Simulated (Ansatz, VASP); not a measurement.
# Two plane-wave programs on Br

The input INCAR:

```
SYSTEM = Br
ALGO = Normal
EDIFF = 1E-6
ENCUT = 500
GGA = CA
GGA_COMPAT = .FALSE.
ISIF = 2
ISMEAR = 1
LASPH = .TRUE.
LCHARG = .FALSE.
LREAL = .FALSE.
LWAVE = .FALSE.
NBANDS = 18
NELM = 120
PREC = Accurate
SIGMA = 0.05
```

KPOINTS

```
k-points
0
G
  3 3 3
  0 0 0
```

Contents of POSCAR:

```
Br
1.0
    4.5976403800      0.0000000000      0.0000000000
    0.0000000000      4.5976403800      0.0000000000
    0.0000000000      0.0000000000      4.5976403800
Br
3
Direct
    0.4999096152     -0.0026800952      0.0011959737
    0.0020882622      0.5007651619     -0.0009916060
   -0.0019978774      0.0019149333      0.4997956324
```

Input for Ansatz:

```yaml
crystal:
  lattice:
    - [4.59764038, 0.0, 0.0]
    - [0.0, 4.59764038, 0.0]
    - [0.0, 0.0, 4.59764038]
  atoms:
    - { symbol: Br, position: [0.49990961520252775, -0.0026800951509464033, 0.0011959736500495933] }
    - { symbol: Br, position: [0.0020882621576597754, 0.5007651618929478, -0.000991606004505509] }
    - { symbol: Br, position: [-0.001997877380320458, 0.0019149332736949592, 0.4997956323568096] }
basis:
  ecutwfc: 470.0
kpoints:
  mp_grid:
    grid: [3, 3, 3]
hamiltonian:
  xc: lda
scf:
  convergence:
    dr2_threshold: 1.0e-08
  occupations:
    method: methfessel_paxton
    width: 0.05
output:
  forces: true
```

Alike in both runs: task single point; functional LDA; k mesh 3 × 3 × 3; occupations methfessel-paxton of order 1, width 0.05 eV; no spin polarisation.

```csv
,VASP,Ansatz
version,VASP 6.6.1,Ansatz 0.2.0
potentials or method,"VASP PAW LDA potentials, release 64 (Br), cutoff 500 eV","plane waves, PAW"
valence electrons in the cell,21,21
```

|  | VASP | Ansatz | Ansatz less VASP |
| --- | --- | --- | --- |
| rms of the force components (eV/Å) | 0.013 | 0.013 | -0.0002 |

LDA's correlation is that of Perdew and Zunger in VASP and of Perdew and Wang (1992) in Ansatz. Atom by atom the forces differ by 0.000 eV/Å (rms over components).

The k mesh is coarse, so the values compare programs but aren't converged.
